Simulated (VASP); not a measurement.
# SrTiO3 (P4/mmm) in VASP: notebook, part 2 of 2

VASP 6.6.1. Earlier steps stand in the parts before.

**3. Single point, PBEsol (zz strain of +3 %)**

Input file INCAR:

```
SYSTEM = SrTiO3
ALGO = Normal ; EDIFF = 1E-6
ENCUT = 520 ; GGA = PS
ISIF = 2 ; ISMEAR = -1
LASPH = .TRUE. ; LCHARG = .FALSE.
LREAL = .FALSE. ; LWAVE = .FALSE.
NBANDS = 28 ; NELM = 100
PREC = Accurate ; SIGMA = 0.05
```

Input file KPOINTS:

```
k-points
0
G
  7 7 7
  0 0 0
```

Input file POSCAR:

```
SrTiO3
1.0
    3.9050000000      0.0000000000      0.0000000000
    0.0000000000      3.9050000000      0.0000000000
    0.0000000000      0.0000000000      4.0221500000
Sr Ti O
1 1 3
Direct
    0.0000000000      0.0000000000      0.0000000000
    0.5000000000      0.5000000000      0.5000000000
    0.0000000000      0.5000000000      0.5000000000
    0.5000000000      0.0000000000      0.5000000000
    0.5000000000      0.5000000000      0.0000000000
```

Potentials or basis: VASP PAW PBE potentials, release 64 (Sr_sv, Ti_sv, O).

Started as:

```
$ cat potpaw_PBE.64/Sr_sv/POTCAR potpaw_PBE.64/Ti_sv/POTCAR potpaw_PBE.64/O/POTCAR > POTCAR
$ mpirun -np 1 vasp_std > vasp.out
```

OUTCAR:

```text
SYSTEM = SrTiO3
   EDIFF = 1E-6
   ENCUT = 520
   GGA = PS
   ISIF = 2
   ISMEAR = -1
   LASPH = .TRUE.
   LREAL = .FALSE.
   NELM = 100
   PREC = Accurate

 ion  position               nearest neighbor table
   1  0.000  0.000  0.000-   5 2.76   5 2.76   5 2.76   5 2.76   4 2.80   3 2.80   4 2.80   3 2.80
                             4 2.80   3 2.80   4 2.80   3 2.80   2 3.42   2 3.42   2 3.42   2 3.42
   2  0.500  0.500  0.500-   3 1.95   4 1.95   4 1.95   3 1.95   5 2.01   5 2.01   1 3.42   1 3.42
                             1 3.42   1 3.42   1 3.42   1 3.42   1 3.42   1 3.42
   3  0.000  0.500  0.500-   2 1.95   2 1.95   1 2.80   1 2.80   1 2.80   1 2.80
   4  0.500  0.000  0.500-   2 1.95   2 1.95   1 2.80   1 2.80   1 2.80   1 2.80
   5  0.500  0.500  0.000-   2 2.01   2 2.01   1 2.76   1 2.76   1 2.76   1 2.76

  LATTYP: Found a simple tetragonal cell.
 ALAT       =     3.9050000000
 C/A-ratio  =     1.0300000000

  Lattice vectors:

 A1 = (   3.9050000000,   0.0000000000,   0.0000000000)
 A2 = (   0.0000000000,   3.9050000000,   0.0000000000)
 A3 = (   0.0000000000,   0.0000000000,   4.0221500000)

Analysis of symmetry for initial positions (statically):
[... 180 lines left out ...]

 val. band max:        3.7332095512   @ k =   0.4286   0.4286   0.4286
 cond. band min:       5.5216145749   @ k =   0.0000   0.0000   0.0000
 fundamental gap:      1.7884050237
 Fermi energy:         4.6622414726

 k-point     1 :       0.0000    0.0000    0.0000
  band No.  band energies     occupation
      1     -52.5321      2.00000
      2     -28.9483      2.00000
      3     -28.8817      2.00000
      4     -28.8817      2.00000
      5     -28.8632      2.00000
      6     -13.4799      2.00000
[... 733 lines left out ...]
     27      11.8717      0.00000
     28      12.1581      0.00000

 [... further k-points ...]

------------------------ aborting loop because EDIFF is reached ----------------------------------------

  FORCE on cell =-STRESS in cart. coord.  units (eV):
  Direction    XX          YY          ZZ          XY          YZ          ZX
  --------------------------------------------------------------------------------------
  -------------------------------------------------------------------------------------
  Total       -1.5527837     -1.5527837     -3.7949738      0.0000000     -0.0000000      0.0000000
  in kB      -40.5621726    -40.5621726    -99.1331773      0.0000000     -0.0000000      0.0000000
  external PRESSURE =     -60.0858408 kB  Pullay stress =       0.0000000 kB

 VOLUME and BASIS-vectors are now :
 -----------------------------------------------------------------------------
  energy-cutoff  :      520.00
  volume of cell :       61.33
      direct lattice vectors                 reciprocal lattice vectors
     3.905000000  0.000000000  0.000000000     0.256081946  0.000000000  0.000000000
     0.000000000  3.905000000  0.000000000     0.000000000  0.256081946  0.000000000
     0.000000000  0.000000000  4.022150000     0.000000000  0.000000000  0.248623249

 POSITION                                       TOTAL-FORCE (eV/Angst)
 -----------------------------------------------------------------------------------
      0.00000      0.00000      0.00000         0.000000      0.000000      0.000000
      1.95250      1.95250      2.01107         0.000000      0.000000      0.000000
      0.00000      1.95250      2.01107         0.000000      0.000000      0.000000
      1.95250      0.00000      2.01107         0.000000      0.000000      0.000000
      1.95250      1.95250      0.00000         0.000000      0.000000      0.000000
 -----------------------------------------------------------------------------------
    total drift:                                0.000000      0.000000     -0.000000

  FREE ENERGIE OF THE ION-ELECTRON SYSTEM (eV)
  ---------------------------------------------------
  free  energy   TOTEN  =       -41.9523290054 eV

  energy  without entropy=      -41.9523290031  energy(sigma->0) =      -41.95232900
```

stdout:

```text
POSCAR found type information on POSCAR SrTiO
 POSCAR found :  3 types and       5 ions
 scaLAPACK will be used
 -----------------------------------------------------------------------------
|                                                                             |
|                                                                             |
|     You enforced a specific xc type in the INCAR file but a different       |
|     I HOPE YOU KNOW WHAT YOU ARE DOING!                                     |
|                                                                             |
 -----------------------------------------------------------------------------

 LDA part: xc-table for (Slater+PW92), standard interpolation
 POSCAR, INCAR and KPOINTS ok, starting setup
 FFT: planning ... GRIDC
 FFT: planning ... GRID_SOFT
 FFT: planning ... GRID
 WAVECAR not read
 entering main loop
```

It took 43 s on 1 thread of Intel Xeon Platinum 8488C (Sapphire Rapids), shared host; peak memory 0.21 GiB.

Results:

| Item | Value |
| --- | --- |
| Free energy | -41.9523 eV |
| Pressure | -6.0 GPa |
| Band gap on the k mesh | 1.79 eV (least direct gap 2.10 eV) |

Stress tensor (GPa, compression positive):
```
-4.06  0.00  0.00
 0.00 -4.06  0.00
 0.00  0.00 -9.91
```

Caveat: the cell differs from its parent crystal (zz strain of +3 %); the stress differs along the axes, from -10 to -4 GPa; the PAW data sets were made with another functional, which shifts forces and pressure a little. A k mesh can miss the band edges.
